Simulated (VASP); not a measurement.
Input of a VASP 6.6.1 run:

The input INCAR:

```
PREC     = Accurate       # precision mode
ENCUT    = 600            # plane-wave cutoff, eV
EDIFF    = 1E-7           # SCF threshold, eV
ISMEAR   = 0              # smearing method
SIGMA    = 0.02           # smearing width, eV
LREAL    = False          # projectors in reciprocal space
LASPH    = True           # aspherical terms in the spheres
NELM     = 100            # most SCF steps
ALGO     = Normal         # electronic algorithm
ISIF     = 3              # what is computed and relaxed
LWAVE    = False          # write WAVECAR
LCHARG   = False          # write CHGCAR
GGA      = PS             # functional
IBRION   = 2              # ionic algorithm
NSW      = 70             # ionic steps
EDIFFG   = -0.005         # ionic threshold
```

File KPOINTS:

```
regular mesh
0
Gamma
  10 10 10
```

File POSCAR:

```
Si
1.0
    0.0000000000      2.7348383262      2.7348383262
    2.7348383262      0.0000000000      2.7348383262
    2.7348383262      2.7348383262      0.0000000000
Si
2
Direct
    0.7500000000      0.7500000000      0.7500000000
    0.5000000000      0.5000000000      0.5000000000
```

Potentials or basis: VASP PAW PBE potentials, release 64 (Si).

The run is started by

```console
$ cat potpaw_PBE.64/Si/POTCAR > POTCAR
$ mpirun -np 1 vasp_std > vasp.out
```

(1) Estimate the space group after relaxing (to 0.05 Å).

(2) Estimate the band gap on the k mesh.

(3) Predict the relaxed cell.

## Answers

(1) Fd-3m (No. 227).

(2) 0.47 eV, indirect (least direct gap 2.52 eV).

(3) a = 3.844 Å, b = 3.844 Å, c = 3.844 Å, α = 60.00°, β = 60.00°, γ = 60.00°.
